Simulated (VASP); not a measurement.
# HgH5 (P6/mmm) in VASP: single point with PBE

Aim: the single point of HgH5 with PBE.

Everything below comes from runs of VASP 6.6.1. Logs are shortened: lines on timing, memory, paths and dates and some standing lists are left out, and cuts for length are marked.

## (1) The cell of the first run

The structure is hexagonal, space group P6/mmm (No. 191). Conventional cell: a = 4.086 Å, b = 4.086 Å, c = 2.824 Å, α = 90.00°, β = 90.00°, γ = 120.00°. Within 3.1 Å of Hg (site symmetry 6/mmm) lie 18 H at 2.36 to 2.48 Å and 2 Hg at 2.82 Å. H (site symmetry mmm) has 8 H at 1.84 to 2.04 Å and 4 Hg at 2.48 Å within 2.5 Å. H (site symmetry -6m2) has 9 H at 1.84 to 2.36 Å and 3 Hg at 2.36 Å within 2.4 Å.

The cell was generated, and may not be a known phase.

## (2) Single point, PBE

File INCAR:

```
PREC = Accurate ; ENCUT = 550
EDIFF = 1E-6 ; ISMEAR = 0
SIGMA = 0.1 ; LREAL = F
LASPH = T ; NELM = 120
ALGO = Normal ; ISIF = 2
LWAVE = F ; LCHARG = F
GGA = PE ; NBANDS = 22
GGA_COMPAT = F
```

File KPOINTS:

```
regular mesh
0
Gamma
  6 6 6
```

File POSCAR:

```
HgH5
1.0
    4.0858701984      0.0000000000      0.0000000000
   -2.0429350992      3.5384673884      0.0000000000
    0.0000000000      0.0000000000      2.8241726983
Hg H
1 5
Direct
    0.0000000000      0.0000000000      0.0000000000
    0.0000000000      0.5000000000      0.5000000000
    0.3333333333      0.6666666667      0.0000000000
    0.6666666667      0.3333333333      0.0000000000
    0.5000000000      0.0000000000      0.5000000000
    0.5000000000      0.5000000000      0.5000000000
```

Potentials or basis: VASP PAW PBE potentials, release 64 (Hg_sv_GW, H).

Command:

```sh
$ cat potpaw_PBE.64/Hg_sv_GW/POTCAR potpaw_PBE.64/H/POTCAR > POTCAR
$ mpirun -np 1 vasp_std > vasp.out
```

OUTCAR:

```text
PREC = Accurate
   ENCUT = 550
   EDIFF = 1E-6
   ISMEAR = 0
   LREAL = F
   LASPH = T
   NELM = 120
   ISIF = 2
   GGA = PE

 ion  position               nearest neighbor table
   1  0.000  0.000  0.000-
   2  0.000  0.500  0.500-
   3  0.333  0.667  0.000-
   4  0.667  0.333  0.000-
   5  0.500  0.000  0.500-
   6  0.500  0.500  0.500-

  LATTYP: Found a hexagonal cell.
 ALAT       =     4.0858701984
 C/A-ratio  =     0.6912047033

  Lattice vectors:

 A1 = (   4.0858701984,   0.0000000000,   0.0000000000)
 A2 = (  -2.0429350992,   3.5384673884,   0.0000000000)
 A3 = (   0.0000000000,   0.0000000000,   2.8241726983)

Analysis of symmetry for initial positions (statically):
=====================================================================
 Subroutine PRICEL returns:
 Original cell was already a primitive cell.

 Routine SETGRP: Setting up the symmetry group for a
 hexagonal supercell.

 Subroutine GETGRP returns: Found 24 space group operations
 (whereof 24 operations were pure point group operations)
 out of a pool of 24 trial point group operations.

The static configuration has the point symmetry D_6h.

Analysis of symmetry for dynamics (positions and initial velocities):
=====================================================================
 Subroutine PRICEL returns:
 Original cell was already a primitive cell.

 Routine SETGRP: Setting up the symmetry group for a
 hexagonal supercell.

 Subroutine GETGRP returns: Found 24 space group operations
 (whereof 24 operations were pure point group operations)
 out of a pool of 24 trial point group operations.

The dynamic configuration has the point symmetry D_6h.

 Subroutine INISYM returns: Found 24 space group operations
 (whereof 24 operations are pure point group operations),
 and found     1 'primitive' translations

----------------------------------------------------------------------------------------

                                     Primitive cell

  volume of cell :      40.8311
[... 91 lines left out ...]
   ISPIN  =      1    spin polarized calculation?
   LNONCOLLINEAR =      F non collinear calculations
   LSORBIT =      F    spin-orbit coupling
   LASPH  =      T    aspherical Exc in radial PAW
   ENCUT  =  550.0 eV  40.42 Ry    6.36 a.u.   7.81  7.81  5.40*2*pi/ulx,y,z
   NELM   =    120;   NELMIN=  2; NELMDL= -5     # of ELM steps
   EDIFF  = 0.1E-05   stopping-criterion for ELM
   LREAL  =      F    real-space projection
   EDIFFG = 0.1E-04   stopping-criterion for IOM
   NSW    =      0    number of steps for IOM
   IBRION =     -1    ionic relax: 0-MD 1-quasi-New 2-CG
   NFREE  =      0    steps in history (QN), initial steepest desc. (CG)
   ISIF   =      2    stress and relaxation
   ISYM   =      2    0-nonsym 1-usesym 2-fastsym
   POTIM  = 0.5000    time-step for ionic-motion
   TEBEG  =    0.0;   TEEND  =   0.0 temperature during run
   PSTRESS=    0.0 pullay stress
   NELECT =      25.0000    total number of electrons
   NUPDOWN=      -1.0000    fix difference up-down
   EMIN   =  10.00;   EMAX   =-10.00  energy-range for DOS
   EFERMI =   0.00;   METHOD = LEGACY
   ISMEAR =     0;   SIGMA  =   0.10  broadening in eV -4-tet -1-fermi 0-gaus
   EFERMI_NEDOS =   21; number of points for ismear=-14 and -15
   IALGO  =     38    algorithm
   IMIX   =      4    mixing-type and parameters
     AMIX     =   0.40;   BMIX     =  1.00
     AMIX_MAG =   1.60;   BMIX_MAG =  1.00
  volume/ion in A,a.u.               =       6.81        45.92
  Fermi-wavevector in a.u.,A,eV,Ry     =   1.390138  2.626979 26.293026  1.932483
  Thomas-Fermi vector in A             =   2.514102
   LORBIT       =      0    0 simple, 1 ext, 2 COOP (PROOUT), +10 PAW based schemes
   GGA     = PE    functional components
   LHFCALC =     F    Hartree Fock is set to
   AEXX    =    0.0000 exact exchange contribution
   IVDW    =     0    specifies the selected vdW correction
   LEPSILON=     F    determine dielectric tensor
   LRPA    =     F    only Hartree local field effects (RPA)
 non-spin polarized calculation
 Gauss-broadening in eV      SIGMA  =   0.10
  energy-cutoff  :      550.00
  volume of cell :       40.83
 maximum number of plane-waves:      1217
 NGX is ok and might be reduce to    32
   NGX = 15   NGY = 15   NGZ = 11

 number of electron      25.0000006 magnetization

 Free energy of the ion-electron system (eV)
  ---------------------------------------------------
  ext. energy  EPLUGINS =         0.00000000
  ---------------------------------------------------
  free energy    TOTEN  =        -9.37324597 eV

  energy without entropy =       -9.36316421  energy(sigma->0) =       -9.36820509

 E-fermi :   4.1486     XC(G=0): -11.1062

 val. band max:        4.1109339868   @ k =   0.3333   0.1667   0.5000
 cond. band min:       4.1560753300   @ k =   0.5000   0.0000   0.3333
 fundamental gap:      0.0451413432
 Fermi energy:         4.1485869720

 k-point     1 :       0.0000    0.0000    0.0000
  band No.  band energies     occupation
      1    -111.0040      2.00000
      2     -59.3753      2.00000
      3     -59.3368      2.00000
      4     -59.3368      2.00000
      5      -7.6110      2.00000
      6      -4.4820      2.00000
[... 589 lines left out ...]
     21      19.5710      0.00000
     22      20.6988      0.00000

 [... further k-points ...]

------------------------ aborting loop because EDIFF is reached ----------------------------------------

  FORCE on cell =-STRESS in cart. coord.  units (eV):
  Direction    XX          YY          ZZ          XY          YZ          ZX
  --------------------------------------------------------------------------------------
  -------------------------------------------------------------------------------------
  Total       -0.1753677     -0.1753677     -0.0560059      0.0000000     -0.0000000      0.0000000
  in kB       -6.8812800     -6.8812800     -2.1976223      0.0000000     -0.0000000      0.0000000
  external PRESSURE =      -5.3200608 kB  Pullay stress =       0.0000000 kB

 VOLUME and BASIS-vectors are now :
 -----------------------------------------------------------------------------
  energy-cutoff  :      550.00
  volume of cell :       40.83
      direct lattice vectors                 reciprocal lattice vectors
     4.085870198  0.000000000  0.000000000     0.244745905  0.141304114  0.000000000
    -2.042935099  3.538467388  0.000000000     0.000000000  0.282608228  0.000000000
     0.000000000  0.000000000  2.824172698     0.000000000  0.000000000  0.354085995

 POSITION                                       TOTAL-FORCE (eV/Angst)
 -----------------------------------------------------------------------------------
      0.00000      0.00000      0.00000         0.000000      0.000000      0.000000
     -1.02147      1.76923      1.41209        -0.000000      0.000000      0.000000
     -0.00000      2.35898      0.00000        -0.000000     -0.000000      0.000000
      2.04294      1.17949      0.00000         0.000000      0.000000      0.000000
      2.04294      0.00000      1.41209        -0.000000      0.000000      0.000000
      1.02147      1.76923      1.41209         0.000000      0.000000      0.000000
 -----------------------------------------------------------------------------------
    total drift:                                0.000000     -0.000000      0.000000

  FREE ENERGIE OF THE ION-ELECTRON SYSTEM (eV)
  ---------------------------------------------------
  free  energy   TOTEN  =        -9.3732459728 eV

  energy  without entropy=       -9.3631642077  energy(sigma->0) =       -9.36820509
```

OSZICAR:

```text
N       E                     dE             d eps       ncg     rms          rms(c)
DAV:   1     0.344631433927E+03    0.34463E+03   -0.13875E+04  1252   0.143E+03
DAV:   2     0.197615835155E+02   -0.32487E+03   -0.29626E+03  1238   0.504E+02
DAV:   3    -0.910567825313E+01   -0.28867E+02   -0.28540E+02  1824   0.145E+02
DAV:   4    -0.993849925281E+01   -0.83282E+00   -0.83234E+00  1444   0.265E+01
DAV:   5    -0.996609255472E+01   -0.27593E-01   -0.27592E-01  1784   0.525E+00    0.254E+01
DAV:   6    -0.939896827284E+01    0.56712E+00   -0.13630E+00  1998   0.169E+01    0.186E+01
DAV:   7    -0.937363739106E+01    0.25331E-01   -0.25259E-01  1508   0.479E+00    0.615E+00
DAV:   8    -0.937492957650E+01   -0.12922E-02   -0.20021E-02  1808   0.247E+00    0.391E-01
DAV:   9    -0.937325582561E+01    0.16738E-02   -0.40640E-03  1704   0.110E+00    0.126E-01
DAV:  10    -0.937324041101E+01    0.15415E-04   -0.15415E-04  1672   0.126E-01    0.783E-02
DAV:  11    -0.937324753526E+01   -0.71242E-05   -0.13679E-05  1804   0.544E-02    0.199E-02
DAV:  12    -0.937324598365E+01    0.15516E-05   -0.19655E-06  1058   0.282E-02    0.272E-03
DAV:  13    -0.937324597278E+01    0.10872E-07   -0.36419E-07   874   0.503E-03
   1 F= -.93732460E+01 E0= -.93682051E+01  d E =-.100818E-01
```

It took 20 s on 1 thread of Intel Xeon Platinum 8488C (Sapphire Rapids), shared host; peak memory 0.19 GiB.

Results:

* Free energy: -9.3732 eV
* Pressure: -0.5 GPa
* Band gap on the k mesh: zero (an odd number of electrons rules out a gap without spin polarisation)

Stress tensor (GPa, compression positive):
```
-0.69  0.00  0.00
 0.00 -0.69  0.00
 0.00  0.00 -0.22
```

Levels at points of the mesh, in eV from the Fermi level:
| k point | band 8 | band 9 | band 10 | band 11 | band 12 | band 13 | band 14 | band 15 | band 16 | band 17 |
| --- | --- | --- | --- | --- | --- | --- | --- | --- | --- | --- |
| (0.00, 0.00, 0.00) | -7.51 | -6.28 | -6.28 | -1.59 | 0.49 | 0.49 | 2.14 | 3.49 | 3.49 | 4.61 |
| (0.50, 0.00, 0.00) | -6.87 | -6.36 | -6.30 | -6.07 | -2.36 | -1.03 | 4.18 | 4.64 | 8.37 | 11.82 |
| (0.00, 0.00, 0.50) | -6.96 | -6.95 | -6.95 | -3.87 | 0.16 | 0.69 | 0.69 | 6.06 | 6.30 | 8.46 |
| (0.50, 0.00, 0.50) | -6.66 | -6.11 | -4.28 | -3.71 | -2.52 | -1.69 | 1.22 | 2.28 | 3.21 | 5.27 |

Caveat: the k points lie up to 0.37 Å⁻¹ apart, too coarse for converged energies and pressures of a metal; spin-orbit coupling is left out, which moves the levels of the heavy elements.

The gap in the log of VASP goes by the Fermi energy; the results here count the filled bands.